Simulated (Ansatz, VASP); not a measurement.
# Re: VASP beside Ansatz

```
CELL_PARAMETERS angstrom
2.77489 0.00000 0.00000
-1.38745 2.40313 0.00000
0.00000 0.00000 28.45239
ATOMIC_POSITIONS crystal
Re 0.33333 0.66667 0.26647
Re 0.66667 0.33333 0.34081
Re 0.33333 0.66667 0.42170
Re 0.66667 0.33333 0.50000
Re 0.33333 0.66667 0.57830
Re 0.66667 0.33333 0.65919
Re 0.33333 0.66667 0.73353
```

Alike in both runs: functional PBE; k mesh 15 × 15 × 1; occupations gaussian, width 0.1 eV; no spin polarisation.

Ansatz relaxed the structure, and its values are those at the end. VASP's run is a single point on that final structure, the one shown.

|  | VASP | Ansatz |
| --- | --- | --- |
| version | VASP 6.6.1 | Ansatz 0.2.0 |
| potentials or method | VASP PAW PBE potentials, release 64 (Re), cutoff 520 eV | scalar-relativistic, plane waves, PAW |
| valence electrons in the cell | 49 | 105 |

```csv
,VASP,Ansatz,Ansatz less VASP
gap on the k mesh at the Fermi level (eV),none,none,-
rms of the force components (eV/Å),0.033,0.004,-0.0284
```

A gap of «none» marks a metal or a gap that the smearing closes. With one functional, cell and mesh, what is left measures potentials, basis and numerics. VASP's potentials hold 49 valence electrons a cell and Ansatz's 105, so a difference there can come from the potentials and not from the codes. Ansatz's warnings: xc potential rough in thin density.

Neither program's run includes spin-orbit coupling.
